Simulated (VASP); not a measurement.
# Os2O (Pn-3m) in VASP: single point with PBE

Aim: the single point of Os2O with PBE.

All numbers are computed with VASP 6.6.1; they aren't measurements. Logs are shortened: lines on timing, memory, paths and dates and some standing lists are left out, and cuts for length are marked.

## Step 1: The cell of the first run

It takes space group Pn-3m (No. 224, cubic). The conventional cell has a = 4.394 Å, b = 4.394 Å, c = 4.394 Å, α = 90.00°, β = 90.00°, γ = 90.00°. Os (site symmetry -3m) has 2 O at 1.90 Å within 2.5 Å. Within 2.5 Å of O (site symmetry -43m) lie 4 Os at 1.90 Å.

## Step 2: Single point, PBE

Input file INCAR:

```
SYSTEM = Os2O
PREC = Accurate
ENCUT = 700
EDIFF = 1E-6
ISMEAR = 0
SIGMA = 0.1
LREAL = .FALSE.
LASPH = .TRUE.
NELM = 120
ALGO = Normal
ISIF = 2
LWAVE = .FALSE.
LCHARG = .FALSE.
GGA = PE
NBANDS = 47
GGA_COMPAT = .FALSE.
```

Input file KPOINTS:

```
regular mesh
0
G
  8 8 8
  0 0 0
```

Input file POSCAR:

```
Os2O
1.0
    4.3944052485      0.0000000000      0.0000000000
    0.0000000000      4.3944052485      0.0000000000
    0.0000000000      0.0000000000      4.3944052485
Os O
4 2
Direct
    0.2500000000      0.2500000000      0.2500000000
    0.2500000000      0.7500000000      0.7500000000
    0.7500000000      0.7500000000      0.2500000000
    0.7500000000      0.2500000000      0.7500000000
    0.0000000000      0.0000000000      0.0000000000
    0.5000000000      0.5000000000      0.5000000000
```

Potentials or basis: VASP PAW PBE potentials, release 64 (Os_sv_GW, O).

Started as:

```
$ cat potpaw_PBE.64/Os_sv_GW/POTCAR potpaw_PBE.64/O/POTCAR > POTCAR
$ mpirun -np 1 vasp_std > vasp.out
```

OUTCAR:

```text
SYSTEM = Os2O
   PREC = Accurate
   ENCUT = 700
   EDIFF = 1E-6
   ISMEAR = 0
   LREAL = .FALSE.
   LASPH = .TRUE.
   NELM = 120
   ISIF = 2
   GGA = PE

 ion  position               nearest neighbor table
   1  0.250  0.250  0.250-   5 1.90   6 1.90   4 3.11   2 3.11   3 3.11   2 3.11   4 3.11   2 3.11
                             3 3.11   2 3.11   3 3.11   4 3.11   4 3.11   3 3.11
   2  0.250  0.750  0.750-   5 1.90   6 1.90   4 3.11   1 3.11   3 3.11   1 3.11   3 3.11   1 3.11
                             4 3.11   1 3.11   3 3.11   4 3.11   3 3.11   4 3.11
   3  0.750  0.750  0.250-   5 1.90   6 1.90   4 3.11   1 3.11   2 3.11   2 3.11   4 3.11   1 3.11
                             4 3.11   4 3.11   1 3.11   2 3.11   2 3.11   1 3.11
   4  0.750  0.250  0.750-   5 1.90   6 1.90   3 3.11   1 3.11   2 3.11   1 3.11   3 3.11   2 3.11
                             3 3.11   3 3.11   1 3.11   2 3.11   1 3.11   2 3.11
   5  0.000  0.000  0.000-   1 1.90   2 1.90   3 1.90   4 1.90
   6  0.500  0.500  0.500-   1 1.90   2 1.90   3 1.90   4 1.90

  LATTYP: Found a simple cubic cell.
 ALAT       =     4.3944052485

  Lattice vectors:

 A1 = (   4.3944052485,   0.0000000000,   0.0000000000)
 A2 = (   0.0000000000,   4.3944052485,   0.0000000000)
 A3 = (   0.0000000000,   0.0000000000,   4.3944052485)

Analysis of symmetry for initial positions (statically):
=====================================================================
 Subroutine PRICEL returns:
 Original cell was already a primitive cell.

 Routine SETGRP: Setting up the symmetry group for a
 simple cubic supercell.

 Subroutine GETGRP returns: Found 48 space group operations
 (whereof 24 operations were pure point group operations)
 out of a pool of 48 trial point group operations.

The static configuration has the point symmetry T_d .
 The point group associated with its full space group is O_h .

Analysis of symmetry for dynamics (positions and initial velocities):
=====================================================================
 Subroutine PRICEL returns:
 Original cell was already a primitive cell.

 Routine SETGRP: Setting up the symmetry group for a
 simple cubic supercell.

 Subroutine GETGRP returns: Found 48 space group operations
 (whereof 24 operations were pure point group operations)
 out of a pool of 48 trial point group operations.

The dynamic configuration has the point symmetry T_d .
 The point group associated with its full space group is O_h .

 Subroutine INISYM returns: Found 48 space group operations
[... 103 lines left out ...]
   ENCUT  =  700.0 eV  51.45 Ry    7.17 a.u.   9.48  9.48  9.48*2*pi/ulx,y,z
   NELM   =    120;   NELMIN=  2; NELMDL= -5     # of ELM steps
   EDIFF  = 0.1E-05   stopping-criterion for ELM
   LREAL  =      F    real-space projection
   EDIFFG = 0.1E-04   stopping-criterion for IOM
   NSW    =      0    number of steps for IOM
   IBRION =     -1    ionic relax: 0-MD 1-quasi-New 2-CG
   NFREE  =      0    steps in history (QN), initial steepest desc. (CG)
   ISIF   =      2    stress and relaxation
   ISYM   =      2    0-nonsym 1-usesym 2-fastsym
   POTIM  = 0.5000    time-step for ionic-motion
   TEBEG  =    0.0;   TEEND  =   0.0 temperature during run
   PSTRESS=    0.0 pullay stress
   NELECT =      76.0000    total number of electrons
   NUPDOWN=      -1.0000    fix difference up-down
   EMIN   =  10.00;   EMAX   =-10.00  energy-range for DOS
   EFERMI =   0.00;   METHOD = LEGACY
   ISMEAR =     0;   SIGMA  =   0.10  broadening in eV -4-tet -1-fermi 0-gaus
   EFERMI_NEDOS =   21; number of points for ismear=-14 and -15
   IALGO  =     38    algorithm
   IMIX   =      4    mixing-type and parameters
     AMIX     =   0.40;   BMIX     =  1.00
     AMIX_MAG =   1.60;   BMIX_MAG =  1.00
  volume/ion in A,a.u.               =      14.14        95.44
  Fermi-wavevector in a.u.,A,eV,Ry     =   1.578020  2.982026 33.880522  2.490148
  Thomas-Fermi vector in A             =   2.678614
   LORBIT       =      0    0 simple, 1 ext, 2 COOP (PROOUT), +10 PAW based schemes
   GGA     = PE    functional components
   LHFCALC =     F    Hartree Fock is set to
   AEXX    =    0.0000 exact exchange contribution
   IVDW    =     0    specifies the selected vdW correction
   LEPSILON=     F    determine dielectric tensor
   LRPA    =     F    only Hartree local field effects (RPA)
 non-spin polarized calculation
 Gauss-broadening in eV      SIGMA  =   0.10
  energy-cutoff  :      700.00
  volume of cell :       84.86
 maximum number of plane-waves:      3608
 NGX is ok and might be reduce to    40
   NGX = 19   NGY = 19   NGZ = 19

 number of electron      76.0000004 magnetization

 Free energy of the ion-electron system (eV)
  ---------------------------------------------------
  ext. energy  EPLUGINS =         0.00000000
  ---------------------------------------------------
  free energy    TOTEN  =       -53.49492078 eV

  energy without entropy =      -53.45029895  energy(sigma->0) =      -53.47260987

 E-fermi :   9.5336     XC(G=0): -12.8470

 val. band max:        9.5294935174   @ k =   0.3750   0.0000   0.0000
 cond. band min:       9.5350471970   @ k =   0.2500   0.1250   0.0000
 fundamental gap:      0.0055536796
 Fermi energy:         9.5335952406

 k-point     1 :       0.0000    0.0000    0.0000
  band No.  band energies     occupation
      1     -76.9779      2.00000
      2     -76.9578      2.00000
      3     -76.9578      2.00000
      4     -76.9578      2.00000
      5     -37.1091      2.00000
      6     -36.7886      2.00000
[... 1189 lines left out ...]
     46      14.7494      0.00000
     47      14.9269      0.00000

 [... further k-points ...]
[... 5 lines left out ...]
  --------------------------------------------------------------------------------------
  -------------------------------------------------------------------------------------
  Total        0.2269347      0.2269347      0.2269347      0.0000000      0.0000000      0.0000000
  in kB        4.2846085      4.2846085      4.2846085      0.0000000      0.0000000      0.0000000
  external PRESSURE =       4.2846085 kB  Pullay stress =       0.0000000 kB

 VOLUME and BASIS-vectors are now :
 -----------------------------------------------------------------------------
  energy-cutoff  :      700.00
  volume of cell :       84.86
      direct lattice vectors                 reciprocal lattice vectors
     4.394405249  0.000000000  0.000000000     0.227562080  0.000000000  0.000000000
     0.000000000  4.394405249  0.000000000     0.000000000  0.227562080  0.000000000
     0.000000000  0.000000000  4.394405249     0.000000000  0.000000000  0.227562080

 POSITION                                       TOTAL-FORCE (eV/Angst)
 -----------------------------------------------------------------------------------
      1.09860      1.09860      1.09860         0.000000     -0.000000      0.000000
      1.09860      3.29580      3.29580        -0.000000      0.000000     -0.000000
      3.29580      3.29580      1.09860        -0.000000      0.000000     -0.000000
      3.29580      1.09860      3.29580        -0.000000     -0.000000      0.000000
      0.00000      0.00000      0.00000         0.000000     -0.000000      0.000000
      2.19720      2.19720      2.19720         0.000000     -0.000000      0.000000
 -----------------------------------------------------------------------------------
    total drift:                                0.000000      0.000000     -0.000000

  FREE ENERGIE OF THE ION-ELECTRON SYSTEM (eV)
  ---------------------------------------------------
  free  energy   TOTEN  =       -53.4949207776 eV

  energy  without entropy=      -53.4502989536  energy(sigma->0) =      -53.47260987
```

It took 2.7 min on 1 thread of Intel Xeon Platinum 8488C (Sapphire Rapids), shared host; peak memory 0.35 GiB.

What came out:

| Quantity | Value |
| --- | --- |
| Free energy | -53.4949 eV |
| Pressure | 0.4 GPa |
| Band gap on the k mesh | zero (bands 38 and 39 overlap by 0.37 eV) |

Caveat: spin-orbit coupling is left out, which moves the levels of the heavy elements.
